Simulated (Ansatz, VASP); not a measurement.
**One calculation of Mg, two programs**

```
Mg
1.0
     1.77879    1.02698    2.29700
    -1.77879    1.02698    2.29700
     0.00000   -2.05396    2.29700
Mg
1
Direct
  0.00000 0.00000 0.00000
```

Alike in both runs: task single point; functional PBEsol; k mesh 15 × 15 × 15; occupations gaussian, width 0.1 eV; no spin polarisation.

```csv
,VASP,Ansatz
version,VASP 6.6.1,Ansatz 0.2.0
potentials or method,"VASP PAW PBE potentials, release 64 (Mg), cutoff 520 eV","scalar-relativistic, plane waves, PAW"
valence electrons in the cell,2,10
```

Ansatz gave:

- gap on the k mesh at the Fermi level (eV): none
- pressure (GPa): -1.5
- traceless stress, the component that is largest in VASP (GPa): 4.94

Problem. Which values does VASP return?

Solution. gap on the k mesh at the Fermi level (eV): none; pressure (GPa): -1.5; traceless stress, the component that is largest in VASP (GPa): 4.96.

VASP's potentials were made for PBE, not for PBEsol. A gap of «none» marks a metal or a gap that the smearing closes. VASP's potentials hold 2 valence electrons a cell and Ansatz's 10, so a difference there can come from the potentials and not from the codes.
